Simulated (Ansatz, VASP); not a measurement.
**Te: VASP beside Ansatz**

```
Te
1.0
     2.19427    1.26686    1.85635
    -2.19427    1.26686    1.85635
     0.00000   -2.53372    1.85635
Te
1
Direct
  0.50000 0.50000 0.50000
```

Alike in both runs: task single point; functional PBE; k mesh 15 × 15 × 15; occupations gaussian, width 0.15 eV; no spin polarisation.

```csv
,VASP,Ansatz
version,VASP 6.6.1,Ansatz 0.2.0
potentials or method,"VASP PAW PBE potentials, release 64 (Te), cutoff 520 eV","scalar-relativistic, plane waves, PAW"
valence electrons in the cell,6,16
```

|  | VASP | Ansatz | Ansatz less VASP |
| --- | --- | --- | --- |
| gap on the k mesh at the Fermi level (eV) | none | none | - |
| pressure (GPa) | 3.1 | 3.1 | +0.03 |

A gap of «none» marks a metal or a gap that the smearing closes. VASP's potentials hold 6 valence electrons a cell and Ansatz's 16, so a difference there can come from the potentials and not from the codes.

Spin-orbit coupling is off throughout.
